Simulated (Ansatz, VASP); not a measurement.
TePb in VASP and in Ansatz

```xyz
2
Lattice="0.0000 3.2310 3.2310 3.2310 0.0000 3.2310 3.2310 3.2310 0.0000" Properties=species:S:1:pos:R:3 pbc="T T T"
Pb    0.0000    0.0000    0.0000
Te    3.2310    3.2310    3.2310
```

Alike in both runs: task electric field gradients; functional r2SCAN-based global hybrid; k mesh 3 × 3 × 3; no spin polarisation.

```csv
,VASP,Ansatz
version,VASP 6.6.1,Ansatz 0.2.0
potentials or method,"VASP PAW PBE potentials, release 64 (Pb_d, Te), cutoff 440 eV",all-electron PAW datasets made for the crystal
occupations,"methfessel-paxton of order 1, width 0.05 eV","cold, width 0.05 eV"
```

```csv
,VASP,Ansatz,Ansatz less VASP
pressure (GPa),1.5,1.5,+0.05
```

VASP's potentials were made for PBE, not for r2SCAN-based global hybrid. Ansatz ran all-electron here, and VASP with PAW potentials.

The k mesh is coarse, so the values compare programs but aren't converged. Spin-orbit coupling is off throughout.
